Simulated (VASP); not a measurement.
Set up this calculation in VASP 6.6.1, as the native input.

| Quantity | Value |
| --- | --- |
| Task | single point |
| Functional | r2SCAN |
| Potentials or basis | VASP PAW PBE potentials, release 64 (Sn_d, Se) |
| Cutoff | 520 eV |
| k mesh | 6 × 6 × 6 |
| Occupations | fermi-dirac, width 0.02 eV |
| Spin | no spin polarisation |
| Dipole correction | no |
| Further INCAR settings | ALGO = Normal; EDIFF = 1e-06; NBANDS = 20 |

SnSe2:

```
CELL_PARAMETERS angstrom
1.89501 1.09409 6.02691
-1.89501 1.09409 6.02691
0.00000 -2.18817 6.02691
ATOMIC_POSITIONS crystal
Sn 0.99977 0.99977 0.99977
Se 0.42787 0.42787 0.42787
Se 0.23902 0.23902 0.23902
```

These files were run (other wordings do the same):

POSCAR

```
SnSe2
1.0
    1.8950116506      1.0940854866      6.0269119705
   -1.8950116506      1.0940854866      6.0269119705
    0.0000000000     -2.1881709732      6.0269119705
Sn Se
1 2
Direct
   -0.0002292479     -0.0002292479     -0.0002292479
    0.4278747020      0.4278747020      0.4278747020
    0.2390212128      0.2390212128      0.2390212128
```

INCAR.step1

```
  PREC = Accurate
  ENCUT = 520
  ISMEAR = -1
  SIGMA = 0.02
  LREAL = F
  LASPH = T
  NELM = 80
  NBANDS = 20
  GGA = PE
  ALGO = Normal
  EDIFF = 1E-4
  LWAVE = T
  LCHARG = F
```

INCAR.step2

```
  PREC = Accurate
  ENCUT = 520
  EDIFF = 1E-6
  ISMEAR = -1
  SIGMA = 0.02
  LREAL = F
  LASPH = T
  NELM = 80
  ALGO = Normal
  ISIF = 2
  LWAVE = F
  LCHARG = T
  METAGGA = R2SCAN
  LMIXTAU = T
  LELF = T
  LVHAR = T
  NBANDS = 20
  ISTART = 1
```

KPOINTS

```
regular mesh
0
Gamma
  6 6 6
```

Potentials or basis: VASP PAW PBE potentials, release 64 (Sn_d, Se).

Command:

```bash
$ cat potpaw_PBE.64/Sn_d/POTCAR potpaw_PBE.64/Se/POTCAR > POTCAR
$ cp INCAR.step1 INCAR
$ mpirun -np 1 vasp_std > vasp.out
$ cp INCAR.step2 INCAR
$ mpirun -np 1 vasp_std > vasp.out
```

Results of the run:

```
Pressure               : 1.1 GPa
Largest force          : 0.051 eV/Å
Band gap on the k mesh : zero (bands 13 and 14 overlap by 0.37 eV)
```

Caveat: semilocal functionals underestimate gaps, so a narrow gap can read as zero; the PAW data sets were made with another functional, which shifts forces and pressure a little; spin-orbit coupling is left out, which moves the levels of the heavy elements.

Wall time 9.6 min on 1 thread of Intel Xeon 8259CL (shared host), peak memory 0.37 GiB.
